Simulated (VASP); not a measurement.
# Sc2InAs3 (R-3m) in VASP: a series of runs, part 2 of 2

VASP 6.6.1.

**3. Single point, PBE**

This run uses another cell than the first one, of 24.34 Å³/atom, 1.096 times its volume.

File INCAR:

```
PREC = Accurate ; ENCUT = 520
EDIFF = 1E-6 ; ISMEAR = 0
SIGMA = 0.1 ; LREAL = F
LASPH = T ; NELM = 100
ALGO = Normal ; ISIF = 2
LWAVE = F ; LCHARG = F
GGA = PE ; NBANDS = 34
```

File KPOINTS:

```
Automatic mesh
0
Gamma
  6 6 6
```

File POSCAR:

```
Sc2InAs3
1.0
    2.9452514700      1.7004417300      4.8609732700
   -2.9452514700      1.7004417300      4.8609732700
    0.0000000000     -3.4008834600      4.8609732700
Sc In As
2 1 3
Direct
    0.6222143800      0.6222143800      0.6222143800
    0.3777856200      0.3777856200      0.3777856200
    0.0000000000      0.0000000000      0.0000000000
    0.5000000000      0.0000000000      0.0000000000
    0.0000000000      0.5000000000      0.0000000000
    0.0000000000      0.0000000000      0.5000000000
```

Potentials or basis: VASP PAW PBE potentials, release 64 (Sc_sv, In_d, As).

Command:

```sh
$ cat potpaw_PBE.64/Sc_sv/POTCAR potpaw_PBE.64/In_d/POTCAR potpaw_PBE.64/As/POTCAR > POTCAR
$ mpirun -np 1 vasp_std > vasp.out
```

OUTCAR:

```text
PREC = Accurate
   ENCUT = 520
   EDIFF = 1E-6
   ISMEAR = 0
   LREAL = F
   LASPH = T
   NELM = 100
   ISIF = 2
   GGA = PE

 ion  position               nearest neighbor table
   1  0.622  0.622  0.622-   3 3.46   3 3.46   3 3.46
   2  0.378  0.378  0.378-   3 3.46   3 3.46   3 3.46
   3  0.000  0.000  0.000-   4 2.97   5 2.97   5 2.97   4 2.97   6 2.97   6 2.97   2 3.46   1 3.46
                             2 3.46   1 3.46   2 3.46   1 3.46
   4  0.500  0.000  0.000-   3 2.97   3 2.97
   5  0.000  0.500  0.000-   3 2.97   3 2.97
   6  0.000  0.000  0.500-   3 2.97   3 2.97

  LATTYP: Found a trigonal (rhomboedric) cell.
 ALAT       =     5.9325432514
 COS(alpha) =     0.5070612806

  Lattice vectors:

 A1 = (   2.9452514700,   1.7004417300,   4.8609732700)
 A2 = (  -2.9452514700,   1.7004417300,   4.8609732700)
 A3 = (   0.0000000000,  -3.4008834600,   4.8609732700)

Analysis of symmetry for initial positions (statically):
=====================================================================
 Subroutine PRICEL returns:
 Original cell was already a primitive cell.

 Routine SETGRP: Setting up the symmetry group for a
 trigonal (rhombohedral) supercell.

 Subroutine GETGRP returns: Found 12 space group operations
 (whereof 12 operations were pure point group operations)
 out of a pool of 12 trial point group operations.

The static configuration has the point symmetry D_3d.

Analysis of symmetry for dynamics (positions and initial velocities):
=====================================================================
 Subroutine PRICEL returns:
 Original cell was already a primitive cell.

 Routine SETGRP: Setting up the symmetry group for a
 trigonal (rhombohedral) supercell.

 Subroutine GETGRP returns: Found 12 space group operations
 (whereof 12 operations were pure point group operations)
 out of a pool of 12 trial point group operations.

The dynamic configuration has the point symmetry D_3d.
[... 123 lines left out ...]
   EFERMI_NEDOS =   21; number of points for ismear=-14 and -15
   IALGO  =     38    algorithm
   IMIX   =      4    mixing-type and parameters
     AMIX     =   0.40;   BMIX     =  1.00
     AMIX_MAG =   1.60;   BMIX_MAG =  1.00
  volume/ion in A,a.u.               =      24.34       164.29
  Fermi-wavevector in a.u.,A,eV,Ry     =   1.145193  2.164101 17.843587  1.311467
  Thomas-Fermi vector in A             =   2.281882
   LORBIT       =      0    0 simple, 1 ext, 2 COOP (PROOUT), +10 PAW based schemes
   GGA     = PE    functional components
   LHFCALC =     F    Hartree Fock is set to
   AEXX    =    0.0000 exact exchange contribution
   IVDW    =     0    specifies the selected vdW correction
   LEPSILON=     F    determine dielectric tensor
   LRPA    =     F    only Hartree local field effects (RPA)
 non-spin polarized calculation
 Gauss-broadening in eV      SIGMA  =   0.10
  energy-cutoff  :      520.00
  volume of cell :      146.07
 maximum number of plane-waves:      3952
 NGX is ok and might be reduce to    48
   NGX = 23   NGY = 23   NGZ = 23

 number of electron      50.0000000 magnetization

 Free energy of the ion-electron system (eV)
  ---------------------------------------------------
  ext. energy  EPLUGINS =         0.00000000
  ---------------------------------------------------
  free energy    TOTEN  =       -29.29515405 eV

  energy without entropy =      -29.25777405  energy(sigma->0) =      -29.27646405

 E-fermi :   5.2121     XC(G=0):  -9.8676

 val. band max:        5.2084806440   @ k =   0.3333  -0.0000   0.0000
 cond. band min:       5.2131655580   @ k =  -0.1667   0.1667   0.0000
 fundamental gap:      0.0046849140
 Fermi energy:         5.2120723783

 k-point     1 :       0.0000    0.0000    0.0000
  band No.  band energies     occupation
      1     -45.4703      2.00000
      2     -45.4605      2.00000
      3     -24.0958      2.00000
      4     -24.0753      2.00000
      5     -24.0753      2.00000
      6     -24.0514      2.00000
[... 877 lines left out ...]
     33       7.0027      0.00000
     34       7.2549      0.00000

 [... further k-points ...]
[... 5 lines left out ...]
  --------------------------------------------------------------------------------------
  -------------------------------------------------------------------------------------
  Total       -5.8629548     -5.8629548     -4.5470025      0.0000000      0.0000000      0.0000000
  in kB      -64.3085189    -64.3085189    -49.8743397      0.0000000      0.0000000      0.0000000
  external PRESSURE =     -59.4971258 kB  Pullay stress =       0.0000000 kB

 VOLUME and BASIS-vectors are now :
 -----------------------------------------------------------------------------
  energy-cutoff  :      520.00
  volume of cell :      146.07
      direct lattice vectors                 reciprocal lattice vectors
     2.945251470  1.700441730  4.860973270     0.169764791  0.098013748  0.068573373
    -2.945251470  1.700441730  4.860973270    -0.169764791  0.098013748  0.068573373
     0.000000000 -3.400883460  4.860973270     0.000000000 -0.196027495  0.068573373

 POSITION                                       TOTAL-FORCE (eV/Angst)
 -----------------------------------------------------------------------------------
      0.00000      0.00000      9.07370         0.000000      0.000000     -0.109006
      0.00000      0.00000      5.50922         0.000000     -0.000000      0.109006
      0.00000      0.00000      0.00000         0.000000      0.000000      0.000000
      1.47263      0.85022      2.43049         0.000000      0.000000      0.000000
     -1.47263      0.85022      2.43049        -0.000000      0.000000     -0.000000
      0.00000     -1.70044      2.43049         0.000000      0.000000     -0.000000
 -----------------------------------------------------------------------------------
    total drift:                                0.000000     -0.000000      0.000000

  FREE ENERGIE OF THE ION-ELECTRON SYSTEM (eV)
  ---------------------------------------------------
  free  energy   TOTEN  =       -29.2951540544 eV

  energy  without entropy=      -29.2577740503  energy(sigma->0) =      -29.27646405
```

stdout:

```text
POSCAR found type information on POSCAR ScInAs
 POSCAR found :  3 types and       6 ions
 scaLAPACK will be used
 LDA part: xc-table for (Slater+PW92), standard interpolation
 POSCAR, INCAR and KPOINTS ok, starting setup
 FFT: planning ... GRIDC
 FFT: planning ... GRID_SOFT
 FFT: planning ... GRID
 WAVECAR not read
 entering main loop
```

Wall time 4.7 min (1 thread of Intel Xeon 6975P-C, shared host); peak memory 0.41 GiB.

Results:

```
Free energy            : -29.2952 eV
Pressure               : -5.9 GPa
Largest force          : 0.109 eV/Å
Band gap on the k mesh : zero (band 25 reaches 5.52 eV, above the bottom of band 26 at 4.53 eV)
```

Forces on the atoms (eV/Å):
```
Sc   0.000  0.000 -0.109
Sc   0.000  0.000  0.109
In   0.000  0.000  0.000
As   0.000  0.000  0.000
As   0.000  0.000  0.000
As   0.000  0.000  0.000
```

Caveat: spin-orbit coupling is left out, which moves the levels of the heavy elements.

**4. Relaxation of cell and atoms, PBE**

This run uses another cell than the first one, of 24.34 Å³/atom, 1.096 times its volume.

File INCAR:

```
PREC = Accurate ; ENCUT = 600
EDIFF = 1E-7 ; ISMEAR = 0
SIGMA = 0.1 ; LREAL = False
LASPH = True ; NELM = 80
ALGO = Normal ; ISIF = 3
LWAVE = False ; LCHARG = False
GGA = PE ; IBRION = 2
NSW = 90 ; EDIFFG = -0.04
```

KPOINTS is that of step 3.

POSCAR is that of step 3.

Command:

```sh
$ cat potpaw_PBE.64/Sc_sv/POTCAR potpaw_PBE.64/In_d/POTCAR potpaw_PBE.64/As/POTCAR > POTCAR
$ mpirun -np 1 vasp_std > vasp.out
```

Wall time 51 min (1 thread of Intel Xeon 6975P-C, shared host); peak memory 0.47 GiB.

The run converged. Its results:

- Free energy: -29.8391 eV
- Relaxed volume: 22.11 Å³/atom
- Relaxed cell: a = 6.056 Å, b = 6.056 Å, c = 6.056 Å, α = 53.38°, β = 53.38°, γ = 53.38°
- Space group after relaxing (to 0.05 Å): R-3m (No. 166)
- Energy gained by relaxing: 90.7 meV/atom
- Ionic steps: 17
- Pressure after relaxing: -0.1 GPa
- Largest force after relaxing: 0.005 eV/Å
- Band gap on the k mesh: zero (band 25 reaches 6.61 eV, above the bottom of band 26 at 5.24 eV)

Forces in eV/Å, atoms in the order of the input:
```
Sc   0.000  0.000  0.005
Sc   0.000  0.000 -0.005
In   0.000  0.000  0.000
As   0.000  0.000  0.000
As   0.000  0.000  0.000
As   0.000  0.000  0.000
```

Stress tensor (GPa, compression positive):
```
-0.26  0.00  0.00
 0.00 -0.26  0.00
 0.00  0.00  0.24
```

Step by step:
```csv
step,energy change (eV),largest force (eV/Å),pressure (GPa),volume (Å³)
1,0.0000,0.1090,-5.94,146.07
2,-0.3146,0.1663,1.50,127.80
3,-0.3250,0.1532,0.17,130.29
4,-0.3491,0.1854,0.19,130.09
5,-0.4205,0.2570,0.53,129.38
6,-0.4100,0.3203,2.82,127.41
7,-0.4492,0.2799,1.38,128.53
8,-0.4659,0.2718,0.39,130.54
9,-0.4695,0.2677,-0.28,132.02
10,-0.4764,0.2626,-0.27,132.00
11,-0.4961,0.2468,-0.22,131.94
12,-0.5295,0.1700,0.00,131.81
13,-0.5223,0.2651,0.91,131.55
14,-0.5424,0.0358,0.27,131.71
15,-0.5428,0.0015,0.34,131.69
16,-0.5412,0.0070,-0.74,134.22
17,-0.5441,0.0046,-0.09,132.68
```

Final structure:
```yaml
crystal:
  lattice:
    - [2.71990, 1.57034, 5.17743]
    - [-2.71990, 1.57034, 5.17743]
    - [0.00000, -3.14067, 5.17743]
  atoms:
    - { symbol: Sc, position: [0.60287, 0.60287, 0.60287] }
    - { symbol: Sc, position: [0.39713, 0.39713, 0.39713] }
    - { symbol: In, position: [0.00000, 0.00000, 0.00000] }
    - { symbol: As, position: [0.50000, 0.00000, 0.00000] }
    - { symbol: As, position: [0.00000, 0.50000, 0.00000] }
    - { symbol: As, position: [0.00000, 0.00000, 0.50000] }
```

Levels at points of the mesh, in eV from the Fermi level:
```tsv
k point	band 21	band 22	band 23	band 24	band 25	band 26	band 27	band 28	band 29	band 30
(0.00, 0.00, 0.00)	-5.05	-2.82	-2.82	-0.83	0.45	0.45	1.20	1.59	1.59	1.88
(0.50, 0.00, 0.00)	-1.95	-1.92	-1.62	-1.58	-1.19	-0.92	-0.25	0.44	0.84	0.95
(0.50, 0.50, 0.00)	-1.84	-1.51	-1.17	-1.08	-1.07	-0.59	-0.47	0.29	0.34	0.92
(0.50, 0.50, 0.50)	-1.56	-1.56	-1.02	-0.40	-0.40	0.32	0.95	0.95	1.07	1.57
```

Caveat: spin-orbit coupling is left out, which moves the levels of the heavy elements.

**5. The runs side by side**

```csv
task,cell,cutoff (eV),gap on the mesh (eV),pressure (GPa),largest force (eV/Å)
single point,"a = 6.106 Å, angles 52.7°, 6 atoms",520,none,-0.1,0.01
single point,"a = 5.933 Å, angles 59.5°, 6 atoms",520,none,-5.9,0.11
relaxation of cell and atoms,"relaxed from a = 5.933 Å, angles 59.5°, 6 atoms",600,none,-0.1,-
```

Alike in all rows: level PBE; potentials or basis VASP PAW PBE potentials, release 64 (Sc_sv, In_d, As); no spin polarisation; k mesh 6 × 6 × 6; smearing gaussian 0.1 eV.

Caveats: spin-orbit coupling is left out, which moves the levels of the heavy elements.

Total energies depend on the potentials used, so only differences within one code and one set of settings carry meaning.
